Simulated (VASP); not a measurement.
# Rb (Fmmm) in VASP: notebook, part 2 of 2

VASP 6.6.1. The steps go on from the part before.

## Step 3: Single point, PBE (strain +0.1312 x Voigt [0, 0, 0, 1, 0, 0])

Input file INCAR:

```
SYSTEM = Rb
ALGO = Fast
EDIFF = 1E-6
ENCUT = 520
GGA = PE
ISIF = 2
ISMEAR = 0
LASPH = .True.
LCHARG = .False.
LREAL = .False.
LWAVE = .False.
NBANDS = 10
NELM = 60
PREC = Accurate
SIGMA = 0.15
```

Input file KPOINTS:

```
k-points
0
Gamma
  12 12 12
  0 0 0
```

Input file POSCAR:

```
Rb
1.0
   -2.8060000000      2.9900736000      2.9900736000
    2.8060000000     -2.6219264000      2.6219264000
    2.8060000000      2.6219264000     -2.6219264000
Rb
1
Direct
    0.0000000000      0.0000000000      0.0000000000
```

Potentials or basis: VASP PAW PBE potentials, release 64 (Rb_sv).

Command:

```sh
> cat potpaw_PBE.64/Rb_sv/POTCAR > POTCAR
> mpirun -np 1 vasp_std > vasp.out
```

OUTCAR:

```text
SYSTEM = Rb
   EDIFF = 1E-6
   ENCUT = 520
   GGA = PE
   ISIF = 2
   ISMEAR = 0
   LASPH = .True.
   LREAL = .False.
   NELM = 60
   PREC = Accurate

 ion  position               nearest neighbor table
   1  0.000  0.000  0.000-

  LATTYP: Found a face centered orthorhombic cell.
 ALAT       =     5.6120000000
 B/A-ratio  =     1.3214411527
 C/A-ratio  =     1.5069859721

  Lattice vectors:

 A1 = (   0.0000000000,   5.6120000000,   0.3681472000)
 A2 = (   2.8060000000,   2.9900736000,   2.9900736000)
 A3 = (   2.8060000000,   2.6219264000,  -2.6219264000)

Analysis of symmetry for initial positions (statically):
=====================================================================
 Subroutine PRICEL returns:
 Original cell was already a primitive cell.

 Routine SETGRP: Setting up the symmetry group for a
 face centered orthorhombic supercell.

 Subroutine GETGRP returns: Found  8 space group operations
 (whereof  8 operations were pure point group operations)
 out of a pool of  8 trial point group operations.

The static configuration has the point symmetry D_2h.

Analysis of symmetry for dynamics (positions and initial velocities):
=====================================================================
 Subroutine PRICEL returns:
 Original cell was already a primitive cell.

 Routine SETGRP: Setting up the symmetry group for a
 face centered orthorhombic supercell.

 Subroutine GETGRP returns: Found  8 space group operations
 (whereof  8 operations were pure point group operations)
 out of a pool of  8 trial point group operations.

The dynamic configuration has the point symmetry D_2h.

 Subroutine INISYM returns: Found  8 space group operations
 (whereof  8 operations are pure point group operations),
 and found     1 'primitive' translations

----------------------------------------------------------------------------------------

[... 115 lines left out ...]
   GGA     = PE    functional components
   LHFCALC =     F    Hartree Fock is set to
   AEXX    =    0.0000 exact exchange contribution
   IVDW    =     0    specifies the selected vdW correction
   LEPSILON=     F    determine dielectric tensor
   LRPA    =     F    only Hartree local field effects (RPA)
 non-spin polarized calculation
 RMM-DIIS sequential band-by-band and
 Gauss-broadening in eV      SIGMA  =   0.15
  energy-cutoff  :      520.00
  volume of cell :       87.99
 maximum number of plane-waves:      2397
 NGX is ok and might be reduce to    40
   NGX = 19   NGY = 17   NGZ = 17

 number of electron       9.0000000 magnetization

 Free energy of the ion-electron system (eV)
  ---------------------------------------------------
  ext. energy  EPLUGINS =         0.00000000
  ---------------------------------------------------
  free energy    TOTEN  =        -0.93020994 eV

  energy without entropy =       -0.91999051  energy(sigma->0) =       -0.92510022

 E-fermi :   0.0955     XC(G=0):  -5.5467

 val. band max:        0.0921073793   @ k =   0.0833   0.5000   0.1667
 cond. band min:       0.1193824863   @ k =   0.0000  -0.4167   0.4167
 fundamental gap:      0.0272751070
 Fermi energy:         0.0955496181

 k-point     1 :       0.0000    0.0000    0.0000
  band No.  band energies     occupation
      1     -28.8109      2.00000
      2     -12.8552      2.00000
      3     -12.8454      2.00000
      4     -12.8398      2.00000
      5      -1.9259      2.00000
      6       3.5080      0.00000
      7       3.5271      0.00000
      8       4.1061      0.00000
      9       4.7875      0.00000
     10       5.0646      0.00000
[... 287 lines left out ...]
 k-point    24 :       0.2500    0.2500    0.0000
  band No.  band energies     occupation
      1     -28.8067      2.00000
      2     -12.9206      2.00000
      3     -12.8968      2.00000
      4     -12.8493      2.00000
      5      -0.0718      1.88531
      6       1.5464      0.00000
      7       2.1163      0.00000
      8       4.5155      0.00000
      9       4.8240      0.00000
     10       5.5176      0.00000

 [... further k-points ...]

------------------------ aborting loop because EDIFF is reached ----------------------------------------

  FORCE on cell =-STRESS in cart. coord.  units (eV):
  Direction    XX          YY          ZZ          XY          YZ          ZX
  --------------------------------------------------------------------------------------
  -------------------------------------------------------------------------------------
  Total        0.0872532      0.0561728      0.0561728      0.0000000     -0.1456045      0.0000000
  in kB        1.5887008      1.0227912      1.0227912      0.0000000     -2.6511562      0.0000000
  external PRESSURE =       1.2114277 kB  Pullay stress =       0.0000000 kB

 VOLUME and BASIS-vectors are now :
 -----------------------------------------------------------------------------
  energy-cutoff  :      520.00
  volume of cell :       87.99
      direct lattice vectors                 reciprocal lattice vectors
    -2.806000000  2.990073600  2.990073600     0.000000000  0.167219964  0.167219964
     2.806000000 -2.621926400  2.621926400     0.178189594 -0.011739758  0.178959722
     2.806000000  2.621926400 -2.621926400     0.178189594  0.178959722 -0.011739758

 POSITION                                       TOTAL-FORCE (eV/Angst)
 -----------------------------------------------------------------------------------
      0.00000      0.00000      0.00000         0.000000     -0.000000      0.000000
 -----------------------------------------------------------------------------------
    total drift:                                0.000000     -0.000000     -0.000000

  FREE ENERGIE OF THE ION-ELECTRON SYSTEM (eV)
  ---------------------------------------------------
  free  energy   TOTEN  =        -0.9302099363 eV

  energy  without entropy=       -0.9199905058  energy(sigma->0) =       -0.92510022
```

OSZICAR:

```text
N       E                     dE             d eps       ncg     rms          rms(c)
DAV:   1     0.432330296762E+02    0.43233E+02   -0.32998E+03  5600   0.658E+02
DAV:   2     0.194200077787E+01   -0.41291E+02   -0.40445E+02  6180   0.126E+02
DAV:   3    -0.788922837514E+00   -0.27309E+01   -0.27220E+01  7316   0.329E+01
DAV:   4    -0.926897695028E+00   -0.13797E+00   -0.13761E+00  8088   0.627E+00
DAV:   5    -0.929010851861E+00   -0.21132E-02   -0.21114E-02  7544   0.750E-01    0.128E+00
RMM:   6    -0.929285760485E+00   -0.27491E-03   -0.15348E-03  6312   0.247E-01    0.782E-01
RMM:   7    -0.930097362658E+00   -0.81160E-03   -0.36066E-03  6575   0.362E-01    0.497E-02
RMM:   8    -0.930202973650E+00   -0.10561E-03   -0.23842E-04  7774   0.999E-02    0.745E-03
RMM:   9    -0.930208234359E+00   -0.52607E-05   -0.57121E-05  9344   0.360E-02    0.648E-03
RMM:  10    -0.930209766160E+00   -0.15318E-05   -0.98809E-06  8877   0.155E-02    0.415E-03
RMM:  11    -0.930209936276E+00   -0.17012E-06   -0.38933E-06  7686   0.821E-03
   1 F= -.93020994E+00 E0= -.92510022E+00  d E =-.102194E-01
```

stdout:

```text
POSCAR found type information on POSCAR Rb
 POSCAR found :  1 types and       1 ions
 scaLAPACK will be used
 LDA part: xc-table for (Slater+PW92), standard interpolation
 POSCAR, INCAR and KPOINTS ok, starting setup
 FFT: planning ... GRIDC
 FFT: planning ... GRID_SOFT
 FFT: planning ... GRID
 WAVECAR not read
 entering main loop
WARNING in EDDRMM: call to ZHEGV failed, returncode =   8  4      7
```

It took 5.1 min on 1 thread of Oxide Virtual Turin-like, shared host; peak memory 0.35 GiB.

What came out:

- Free energy: -0.9302 eV
- Pressure: 0.1 GPa
- Band gap on the k mesh: zero (an odd number of electrons rules out a gap without spin polarisation)

Levels at points of the mesh, in eV from the Fermi level:
```tsv
k point	band 2	band 3	band 4	band 5	band 6	band 7
(0.00, 0.00, 0.00)	-12.95	-12.94	-12.94	-2.02	3.41	3.43
(0.50, 0.00, 0.00)	-13.03	-12.96	-12.94	-0.02	0.51	2.60
(0.00, 0.50, 0.00)	-13.06	-12.97	-12.94	0.24	0.81	2.53
(0.00, 0.50, 0.50)	-13.08	-13.00	-12.94	0.46	1.15	2.55
(0.50, 0.50, 0.50)	-13.06	-13.03	-12.99	1.21	1.28	3.32
```

Caveat: the cell differs from its parent crystal (strain +0.1312 x Voigt [0, 0, 0, 1, 0, 0]).

## Step 4: Single point, PBE (strain +0.1125 x Voigt [0, 0, 0, 1, 0, 0])

Input file INCAR:

```
PREC = Accurate
ENCUT = 520
EDIFF = 1E-6
ISMEAR = 0
SIGMA = 0.15
LREAL = False
LASPH = True
NELM = 60
ALGO = Fast
ISIF = 2
LWAVE = False
LCHARG = False
GGA = PE
NBANDS = 10
```

Input file KPOINTS:

```
regular mesh
0
Gamma
  12 12 12
```

Input file POSCAR:

```
Rb
1.0
   -2.8060000000      2.9638375000      2.9638375000
    2.8060000000     -2.6481625000      2.6481625000
    2.8060000000      2.6481625000     -2.6481625000
Rb
1
Direct
    0.0000000000      0.0000000000      0.0000000000
```

Command:

```sh
> cat potpaw_PBE.64/Rb_sv/POTCAR > POTCAR
> mpirun -np 1 vasp_std > vasp.out
```

Wall time 4.3 min (1 thread of Oxide Virtual Turin-like, shared host); peak memory 0.35 GiB.

It converged, with:

| Property | Result |
| --- | --- |
| Free energy | -0.9328 eV |
| Pressure | 0.1 GPa |
| Band gap on the k mesh | zero (an odd number of electrons rules out a gap without spin polarisation) |

Stress tensor (GPa, compression positive):
```
 0.14  0.00  0.00
 0.00  0.10 -0.23
 0.00 -0.23  0.10
```

Levels at points of the mesh, in eV from the Fermi level:
```csv
k point,band 1,band 2,band 3,band 4,band 5,band 6,band 7,band 8
"(0.00, 0.00, 0.00)",-28.90,-12.94,-12.94,-12.93,-2.02,3.45,3.49,3.97
"(0.50, 0.00, 0.00)",-28.90,-13.03,-12.96,-12.93,0.02,0.55,2.60,4.65
"(0.00, 0.50, 0.00)",-28.90,-13.06,-12.97,-12.93,0.24,0.81,2.55,4.36
"(0.00, 0.50, 0.50)",-28.89,-13.07,-12.99,-12.94,0.43,1.10,2.56,4.02
"(0.50, 0.50, 0.50)",-28.89,-13.05,-13.02,-12.99,1.21,1.27,3.32,3.33
```

Caveat: the cell differs from its parent crystal (strain +0.1125 x Voigt [0, 0, 0, 1, 0, 0]).

## Step 5: Overview

| cell | further INCAR settings | gap on the mesh (eV) | pressure (GPa) |
| --- | --- | --- | --- |
| a = 4.620, b = 5.106, c = 5.106 Å, angles 113.3, 109.5, 109.5°, 1 atom | ALGO = Fast; EDIFF = 1e-07; NBANDS = 10 | none | 0.1 |
| a = 5.075, b = 4.650, c = 4.650 Å, angles 105.8, 109.5, 109.5°, 1 atom | ALGO = Fast; EDIFF = 1e-06; NBANDS = 10 | none | 0.1 |
| a = 5.044, b = 4.680, c = 4.680 Å, angles 106.3, 109.5, 109.5°, 1 atom | ALGO = Fast; EDIFF = 1e-06; NBANDS = 10 | none | 0.1 |

Alike in all rows: task single point; level PBE; potentials or basis VASP PAW PBE potentials, release 64 (Rb_sv); no spin polarisation; k mesh 12 × 12 × 12; cutoff (eV) 520; smearing gaussian 0.15 eV.

Absolute energies hang on the potentials; compare differences alone.

The gap in the log of VASP goes by the Fermi energy; the results here count the filled bands.